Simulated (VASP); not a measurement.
A run of VASP 6.6.1 is set up as follows.

The input INCAR:

```
PREC     = Accurate       # precision mode
ENCUT    = 600            # plane-wave cutoff, eV
EDIFF    = 1E-6           # SCF threshold, eV
ISMEAR   = 0              # smearing method
SIGMA    = 0.1            # smearing width, eV
LREAL    = False          # projectors in reciprocal space
LASPH    = True           # aspherical terms in the spheres
NELM     = 100            # most SCF steps
ALGO     = Normal         # electronic algorithm
ISIF     = 3              # what is computed and relaxed
LWAVE    = False          # write WAVECAR
LCHARG   = False          # write CHGCAR
GGA      = PE             # functional
IBRION   = 2              # ionic algorithm
NSW      = 90             # ionic steps
EDIFFG   = -0.04          # ionic threshold
```

The input KPOINTS:

```
Automatic mesh
0
Gamma
  4 4 4
```

POSCAR

```
Bi
1.0
   -4.1289894600      4.1289894600      4.1289894600
    4.1289894600     -4.1289894600      4.1289894600
    4.1289894600      4.1289894600     -4.1289894600
Bi
8
Direct
    0.2060000000      0.2060000000      0.2060000000
    0.5000000000      0.0000000000      0.2940000000
    0.2940000000      0.5000000000      0.0000000000
    0.0000000000      0.2940000000      0.5000000000
    0.7940000000      0.7940000000      0.7940000000
    0.5000000000      0.0000000000      0.7060000000
    0.7060000000      0.5000000000      0.0000000000
    0.0000000000      0.7060000000      0.5000000000
```

Potentials or basis: VASP PAW PBE potentials, release 64 (Bi_d).

Command:

```sh
$ cat potpaw_PBE.64/Bi_d/POTCAR > POTCAR
$ mpirun -np 1 vasp_std > vasp.out
```

(1) Estimate the relaxed cell.

(2) What does it give for the space group after relaxing (to 0.05 Å)?

Answers

(1) a = 7.647 Å, b = 7.647 Å, c = 7.647 Å, α = 109.47°, β = 109.47°, γ = 109.47°.

(2) Ia-3 (No. 206).
